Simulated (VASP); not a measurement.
Si2Ni, 3 atoms in the cell. The structure is cubic, space group Fm-3m (No. 225). The conventional cell has a = 5.336 Å, b = 5.336 Å, c = 5.336 Å, α = 90.00°, β = 90.00°, γ = 90.00°. Within 3.1 Å of Si (site symmetry -43m) lie 4 Ni at 2.31 Å and 6 Si at 2.67 Å. Ni (site symmetry m-3m) has 8 Si at 2.31 Å within 3.1 Å.  This cell differs from its parent crystal: volume scaled by 0.94.

| Property | Result |
| --- | --- |
| Program | VASP 6.6.1 |
| Task | single point |
| Functional | PBE |
| Potentials or basis | VASP PAW PBE potentials, release 64 (Si, Ni) |
| Cutoff | 520 eV |
| k mesh | 14 × 14 × 14 |
| Occupations | gaussian, width 0.1 eV |
| Spin | no spin polarisation |
| Dipole correction | no |
| Further INCAR settings | ALGO = Normal; EDIFF = 1e-06; NBANDS = 16 |

Potentials or basis: VASP PAW PBE potentials, release 64 (Si, Ni).

Launch:

```bash
$ cat potpaw_PBE.64/Si/POTCAR potpaw_PBE.64/Ni/POTCAR > POTCAR
$ mpirun -np 1 vasp_std > vasp.out
```

Hardware: 1 thread of AMD EPYC 9R45 96-Core Processor (Zen 5), with other jobs on the host.

Task: How long does it take, and how much memory?

Result: Wall time 33 s on 1 thread of AMD EPYC 9R45 96-Core Processor (Zen 5) (shared host), peak memory 0.17 GiB. Counts: scf iterations 14, k points 104.
